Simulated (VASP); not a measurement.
# Sn8O16F (a cell with a defect) (F interstitial hop between voids) in VASP: single point with PBE

Aim: the single point of Sn8O16F (a cell with a defect) (F interstitial hop between voids) with PBE.

Program: VASP 6.6.1. These are calculated values, not measurements. Logs are shortened: lines on timing, memory, paths and dates and some standing lists are left out, and cuts for length are marked.

## Step 1: The cell of the first run

The cell holds a defect, 25 atoms: a = 6.827 Å, b = 6.827 Å, c = 6.476 Å, α = 90.00°, β = 90.00°, γ = 90.00°.

## Step 2: Single point, PBE

INCAR

```
SYSTEM = Sn8O16F
PREC = Accurate ; ENCUT = 520
EDIFF = 1E-7 ; ISMEAR = -1
SIGMA = 0.01 ; LREAL = Auto
LASPH = .TRUE. ; NELM = 100
ALGO = Normal ; ISIF = 2
LWAVE = .FALSE. ; LCHARG = .TRUE.
GGA = PE ; LELF = .TRUE.
LVHAR = .TRUE. ; NELECT = 216.0
NBANDS = 126
```

KPOINTS

```
Automatic mesh
0
Gamma
  1 1 1
  0.25 0.25 0.25
```

POSCAR

```
Sn8O16F
1.0
    4.8274600300      4.8274600300      0.0000000000
   -4.8274600300      4.8274600300      0.0000000000
    0.0000000000      0.0000000000      6.4759066800
Sn O F
8 16 1
Direct
    0.0026423833      0.5105374223      0.2507193325
    0.5056601163     -0.0152108976      0.2513908987
    0.0182406482      0.0094610830     -0.0037767684
    0.4890415426      0.4831075732     -0.0052253687
    0.0022856740      0.5037740312      0.7553235773
    0.5040633138     -0.0069267275      0.7562507062
   -0.0019975308      0.0056572193      0.4985006980
    0.5102822156      0.4903338371      0.4978790090
   -0.0039275312      0.8179363424      0.2528555584
    0.5091895085      0.2941364592      0.2509438570
    0.0032504671      0.2008912542      0.2495435898
    0.5117034599      0.6772650586      0.2518326901
    0.3194439706     -0.0750721907      0.0081664240
    0.8056222063      0.4994754975      0.0030208897
    0.1863596994      0.5685729106      0.0063586463
    0.7017141476     -0.0048097757      0.0030468320
    0.0000265150      0.8138870080      0.7461894124
    0.5498288921      0.2984138638      0.7366823266
   -0.0338444024      0.1971033409      0.7404056663
    0.5076021313      0.6815644209      0.7462778942
    0.3080004787      0.0006280736      0.5048264531
    0.8165424417      0.5128019672      0.4990786865
    0.2000996371      0.4949930160      0.5042952534
    0.6925320933     -0.0165857406      0.4996954342
    0.2622615189      0.2485182669     -0.0637574042
```

Potentials or basis: VASP PAW PBE potentials, release 64 (Sn_d, O, F).

Command:

```console
$ cat potpaw_PBE.64/Sn_d/POTCAR potpaw_PBE.64/O/POTCAR potpaw_PBE.64/F/POTCAR > POTCAR
$ mpirun -np 1 vasp_std > vasp.out
```

OUTCAR:

```text
SYSTEM = Sn8O16F
   PREC = Accurate
   ENCUT = 520
   EDIFF = 1E-7
   ISMEAR = -1
   LREAL = Auto
   LASPH = .TRUE.
   NELM = 100
   ISIF = 2
   GGA = PE
   NELECT = 216.0

 ion  position               nearest neighbor table
   1  0.003  0.511  0.251-  22 2.05  15 2.06  14 2.09   9 2.10  11 2.11  23 2.13   5 3.21   5 3.27
                             4 3.72   8 3.73   7 3.74
   2  0.506  0.985  0.251-  24 2.05  13 2.06  16 2.09  12 2.10  10 2.11  21 2.13   6 3.21   6 3.27
                             3 3.72   7 3.73   8 3.73
   3  0.018  0.009  0.996-  11 2.10  17 2.10   9 2.12  19 2.12  13 2.14  16 2.16  25 2.36   7 3.23
                             7 3.26   6 3.66   2 3.72   5 3.72
   4  0.489  0.483  0.995-  10 2.11  20 2.11  12 2.13  18 2.13  15 2.15  14 2.16  25 2.26   8 3.22
                             8 3.26   5 3.67   6 3.69   1 3.72
   5  0.002  0.504  0.755-  22 2.09  14 2.09  15 2.10  19 2.11  23 2.11  17 2.12  25 2.75   1 3.21
                             1 3.27   4 3.67   3 3.72   8 3.75
   6  0.504  0.993  0.756-  16 2.09  24 2.10  21 2.11  18 2.11  13 2.11  20 2.13  25 2.67   2 3.21
                             2 3.27   3 3.66   4 3.69
   7  0.998  0.006  0.499-   9 2.04  19 2.05  17 2.07  24 2.09  11 2.09  21 2.12   3 3.23   3 3.26
                             2 3.73   1 3.74
   8  0.510  0.490  0.498-  12 2.04  18 2.04  20 2.07  10 2.09  22 2.10  23 2.12   4 3.22   4 3.26
                             1 3.73   2 3.73   5 3.75
   9  0.996  0.818  0.253-   7 2.04   1 2.10   3 2.12
  10  0.509  0.294  0.251-   8 2.09   4 2.11   2 2.11
  11  0.003  0.201  0.250-   7 2.09   3 2.10   1 2.11
  12  0.512  0.677  0.252-   8 2.04   2 2.10   4 2.13
  13  0.319  0.925  0.008-   2 2.06   6 2.11   3 2.14
  14  0.806  0.499  0.003-   5 2.09   1 2.09   4 2.16
[... 8 lines left out ...]
  23  0.200  0.495  0.504-   5 2.11   8 2.12   1 2.13
  24  0.693  0.983  0.500-   2 2.05   7 2.09   6 2.10
  25  0.262  0.249  0.936-   4 2.26   3 2.36   6 2.67   5 2.75

  LATTYP: Found a simple tetragonal cell.
 ALAT       =     6.8270594462
 C/A-ratio  =     0.9485645659

  Lattice vectors:

 A1 = (   4.8274600300,   4.8274600300,   0.0000000000)
 A2 = (  -4.8274600300,   4.8274600300,   0.0000000000)
 A3 = (   0.0000000000,   0.0000000000,   6.4759066800)

Analysis of symmetry for initial positions (statically):
=====================================================================
 Subroutine PRICEL returns:
 Original cell was already a primitive cell.

 Routine SETGRP: Setting up the symmetry group for a
 simple tetragonal supercell.

 Subroutine GETGRP returns: Found  1 space group operations
 (whereof  1 operations were pure point group operations)
 out of a pool of 16 trial point group operations.

The static configuration has the point symmetry C_1 .

Analysis of symmetry for dynamics (positions and initial velocities):
=====================================================================
 Subroutine PRICEL returns:
 Original cell was already a primitive cell.

 Routine SETGRP: Setting up the symmetry group for a
 simple tetragonal supercell.

 Subroutine GETGRP returns: Found  1 space group operations
 (whereof  1 operations were pure point group operations)
 out of a pool of 16 trial point group operations.

The dynamic configuration has the point symmetry C_1 .

 Subroutine INISYM returns: Found  1 space group operations
 (whereof  1 operations are pure point group operations),
 and found     1 'primitive' translations

----------------------------------------------------------------------------------------

                                     Primitive cell

  volume of cell :     301.8339

  direct lattice vectors                    reciprocal lattice vectors
     4.827460030  4.827460030  0.000000000     0.103574136  0.103574136  0.000000000
    -4.827460030  4.827460030  0.000000000    -0.103574136  0.103574136  0.000000000
     0.000000000  0.000000000  6.475906680     0.000000000  0.000000000  0.154418532

  length of vectors
     6.827059446  6.827059446  6.475906680     0.146475947  0.146475947  0.154418532

  position of ions in fractional coordinates (direct lattice)
     0.002642383  0.510537422  0.250719332
     0.505660116  0.984789102  0.251390899
     0.018240648  0.009461083  0.996223232
     0.489041543  0.483107573  0.994774631
     0.002285674  0.503774031  0.755323577
     0.504063314  0.993073272  0.756250706
[... 17 lines left out ...]
     0.692532093  0.983414259  0.499695434
     0.262261519  0.248518267  0.936242596

  ion indices of the primitive-cell ions
   primitive index   ion index
                 1           1
                 2           2
                 3           3
                 4           4
                 5           5
                 6           6
[... 17 lines left out ...]
                24          24
                25          25

----------------------------------------------------------------------------------------

 KPOINTS: Automatic mesh

Automatic generation of k-mesh.
 Grid dimensions read from file:
 generate k-points for:    1    1    1

 Generating k-lattice:

  Cartesian coordinates                     Fractional coordinates (reciprocal lattice)
     0.103574136  0.103574136  0.000000000     1.000000000  0.000000000  0.000000000
    -0.103574136  0.103574136  0.000000000     0.000000000  1.000000000  0.000000000
     0.000000000  0.000000000  0.154418532     0.000000000  0.000000000  1.000000000

  Length of vectors
     0.146475947  0.146475947  0.154418532

  Shift w.r.t. Gamma in fractional coordinates (k-lattice)
     0.250000000  0.250000000  0.250000000

 Subroutine IBZKPT returns following result:
 ===========================================

 Found      4 irreducible k-points:

 Following reciprocal coordinates:
            Coordinates               Weight
  0.250000  0.250000  0.250000      2.000000
 -0.250000  0.250000  0.250000      2.000000
 -0.250000 -0.250000  0.250000      2.000000
  0.250000 -0.250000  0.250000      2.000000
   k-points           NKPTS =      4   k-points in BZ     NKDIM =      4   number of bands    NBANDS=    126
   number of dos      NEDOS =    301   number of ions     NIONS =     25
   total plane-waves  NPLWV = 139968
   dimension x,y,z NGX =    54 NGY =   54 NGZ =   48
   dimension x,y,z NGXF=   108 NGYF=  108 NGZF=   96
   ions per type =               8  16   1
   NGX,Y,Z   is equivalent  to a cutoff of  13.15, 13.15, 12.32 a.u.
   NGXF,Y,Z  is equivalent  to a cutoff of  26.30, 26.30, 24.64 a.u.
 SYSTEM =  Sn8O16F
   PREC   = accura    normal or accurate (medium, high low for compatibility)
   ISTART =      0    job   : 0-new  1-cont  2-samecut
   ICHARG =      2    charge: 1-file 2-atom 10-const
   ISPIN  =      1    spin polarized calculation?
   LNONCOLLINEAR =      F non collinear calculations
   LSORBIT =      F    spin-orbit coupling
   LASPH  =      T    aspherical Exc in radial PAW
   ENCUT  =  520.0 eV  38.22 Ry    6.18 a.u.  12.69 12.69 12.04*2*pi/ulx,y,z
   NELM   =    100;   NELMIN=  2; NELMDL= -5     # of ELM steps
   EDIFF  = 0.1E-06   stopping-criterion for ELM
   LREAL  =      T    real-space projection
   EDIFFG = 0.1E-05   stopping-criterion for IOM
   NSW    =      0    number of steps for IOM
   IBRION =     -1    ionic relax: 0-MD 1-quasi-New 2-CG
   NFREE  =      0    steps in history (QN), initial steepest desc. (CG)
   ISIF   =      2    stress and relaxation
   ISYM   =      2    0-nonsym 1-usesym 2-fastsym
   POTIM  = 0.5000    time-step for ionic-motion
   TEBEG  =    0.0;   TEEND  =   0.0 temperature during run
   PSTRESS=    0.0 pullay stress
   NELECT =     216.0000    total number of electrons
   NUPDOWN=      -1.0000    fix difference up-down
   EMIN   =  10.00;   EMAX   =-10.00  energy-range for DOS
   EFERMI =   0.00;   METHOD = LEGACY
   ISMEAR =    -1;   SIGMA  =   0.01  broadening in eV -4-tet -1-fermi 0-gaus
   EFERMI_NEDOS =   21; number of points for ismear=-14 and -15
   IALGO  =     38    algorithm
   IMIX   =      4    mixing-type and parameters
     AMIX     =   0.40;   BMIX     =  1.00
     AMIX_MAG =   1.60;   BMIX_MAG =  1.00
  volume/ion in A,a.u.               =      12.07        81.48
  Fermi-wavevector in a.u.,A,eV,Ry     =   1.464323  2.767168 29.174165  2.144241
  Thomas-Fermi vector in A             =   2.580312
   LORBIT       =      0    0 simple, 1 ext, 2 COOP (PROOUT), +10 PAW based schemes
   GGA     = PE    functional components
   LHFCALC =     F    Hartree Fock is set to
   AEXX    =    0.0000 exact exchange contribution
   IVDW    =     0    specifies the selected vdW correction
   LEPSILON=     F    determine dielectric tensor
   LRPA    =     F    only Hartree local field effects (RPA)
 non-spin polarized calculation
  energy-cutoff  :      520.00
  volume of cell :      301.83
 maximum number of plane-waves:      8114
 NGX is ok and might be reduce to    50
   NGX = 25   NGY = 25   NGZ = 25

 number of electron     216.0000001 magnetization

 Free energy of the ion-electron system (eV)
  ---------------------------------------------------
  ext. energy  EPLUGINS =         0.00000000
  ---------------------------------------------------
  free energy    TOTEN  =      -143.53534102 eV

  energy without entropy =     -143.53534102  energy(sigma->0) =     -143.53534102

 E-fermi :   6.4097     XC(G=0): -11.2110

 val. band max:        6.0948859126   @ k =  -0.2500   0.2500   0.2500
 cond. band min:       8.3152630234   @ k =  -0.2500   0.2500   0.2500
 fundamental gap:      2.2203771108
 Fermi energy:         6.4097460392

 k-point     1 :       0.2500    0.2500    0.2500
  band No.  band energies     occupation
      1     -15.7476      2.00000
      2     -15.1976      2.00000
      3     -15.1804      2.00000
      4     -15.1600      2.00000
      5     -15.1264      2.00000
      6     -15.1208      2.00000
[... 112 lines left out ...]
    119      13.0648      0.00000
    120      13.4887      0.00000

 k-point     2 :      -0.2500    0.2500    0.2500
  band No.  band energies     occupation
      1     -15.7478      2.00000
      2     -15.2050      2.00000
      3     -15.1791      2.00000
      4     -15.1419      2.00000
      5     -15.1367      2.00000
      6     -15.1199      2.00000
[... 112 lines left out ...]
    119      13.1181      0.00000
    120      13.3980      0.00000

 k-point     3 :      -0.2500   -0.2500    0.2500
  band No.  band energies     occupation
      1     -15.7475      2.00000
      2     -15.1984      2.00000
      3     -15.1775      2.00000
      4     -15.1537      2.00000
      5     -15.1380      2.00000
      6     -15.1207      2.00000
[... 112 lines left out ...]
    119      13.0656      0.00000
    120      13.4851      0.00000

 k-point     4 :       0.2500   -0.2500    0.2500
  band No.  band energies     occupation
      1     -15.7477      2.00000
      2     -15.2025      2.00000
      3     -15.1760      2.00000
      4     -15.1455      2.00000
      5     -15.1367      2.00000
      6     -15.1245      2.00000
[... 112 lines left out ...]
    119      13.1076      0.00000
    120      13.3943      0.00000
 [bands above 120 left out]

------------------------ aborting loop because EDIFF is reached ----------------------------------------

  FORCE on cell =-STRESS in cart. coord.  units (eV):
  Direction    XX          YY          ZZ          XY          YZ          ZX
  --------------------------------------------------------------------------------------
  -------------------------------------------------------------------------------------
  Total       19.6460947     15.8262659     16.7132093     -1.9555542     -0.2461716     -0.0269056
  in kB      104.2842843     84.0080858     88.7161084    -10.3803618     -1.3067141     -0.1428187
  external PRESSURE =      92.3361595 kB  Pullay stress =       0.0000000 kB

 VOLUME and BASIS-vectors are now :
 -----------------------------------------------------------------------------
  energy-cutoff  :      520.00
  volume of cell :      301.83
      direct lattice vectors                 reciprocal lattice vectors
     4.827460030  4.827460030  0.000000000     0.103574136  0.103574136  0.000000000
    -4.827460030  4.827460030  0.000000000    -0.103574136  0.103574136  0.000000000
     0.000000000  0.000000000  6.475906680     0.000000000  0.000000000  0.154418532

 POSITION                                       TOTAL-FORCE (eV/Angst)
 -----------------------------------------------------------------------------------
     -2.45184      2.47735      1.62364        -0.025795      0.014560     -0.018281
     -2.31298      7.19508      1.62798         0.021481     -0.034662     -0.017454
      0.04238      0.13373      6.45145         0.000813     -0.005413      0.009990
      0.02865      4.69301      6.44207        -0.000482      0.018413      0.017022
     -2.42091      2.44298      4.89140        -0.010746      0.005625      0.030023
     -2.36068      7.22737      4.89741         0.033034     -0.015571      0.012551
[... 17 lines left out ...]
     -1.40422      8.09056      3.23598        -0.008620     -0.022434      0.008690
      0.06634      2.46577      6.06302         0.017659     -0.021127     -0.100402
 -----------------------------------------------------------------------------------
    total drift:                               -0.012067     -0.002557      0.049059

  FREE ENERGIE OF THE ION-ELECTRON SYSTEM (eV)
  ---------------------------------------------------
  free  energy   TOTEN  =      -143.5353410233 eV

  energy  without entropy=     -143.5353410233  energy(sigma->0) =     -143.53534102
```

It took 7.8 min on 1 thread of Intel Xeon Platinum 8488C (Sapphire Rapids), shared host; peak memory 0.4 GiB.

Results:

| Quantity | Value |
| --- | --- |
| Free energy | -143.5353 eV |
| Largest force | 0.104 eV/Å |

Forces on the atoms (eV/Å):
```
Sn  -0.026  0.015 -0.018
Sn   0.021 -0.035 -0.017
Sn   0.001 -0.005  0.010
Sn   0.000  0.018  0.017
Sn  -0.011  0.006  0.030
Sn   0.033 -0.016  0.013
Sn   0.016  0.029 -0.002
Sn  -0.028 -0.015 -0.012
O    0.013 -0.047 -0.007
O   -0.018 -0.033 -0.009
O   -0.006  0.018  0.014
O   -0.008  0.021 -0.023
O   -0.066 -0.012 -0.014
O   -0.026 -0.021  0.022
O    0.038  0.056  0.045
O    0.016  0.045  0.021
O   -0.002 -0.024 -0.004
O    0.052  0.046 -0.004
O    0.002 -0.014  0.011
O   -0.029  0.037  0.019
O   -0.008 -0.021  0.007
O    0.010 -0.022 -0.018
O    0.018  0.017  0.014
O   -0.009 -0.022  0.009
F    0.018 -0.021 -0.100
```

Levels at points of the mesh, in eV from the Fermi level:
| k point | band 105 | band 106 | band 107 | band 108 | band 109 | band 110 | band 111 | band 112 |
| --- | --- | --- | --- | --- | --- | --- | --- | --- |
| (0.25, 0.25, 0.25) | -1.19 | -0.94 | -0.88 | -0.34 | 1.94 | 3.46 | 3.57 | 3.98 |

Caveat: the k points lie up to 0.97 Å⁻¹ apart; the cell carries a net charge on a neutralising background, which shifts energy and pressure; the cell is charged against a uniform background, so pressure and absolute levels hang on convention; spin-orbit coupling is left out, which moves the levels of the heavy elements.
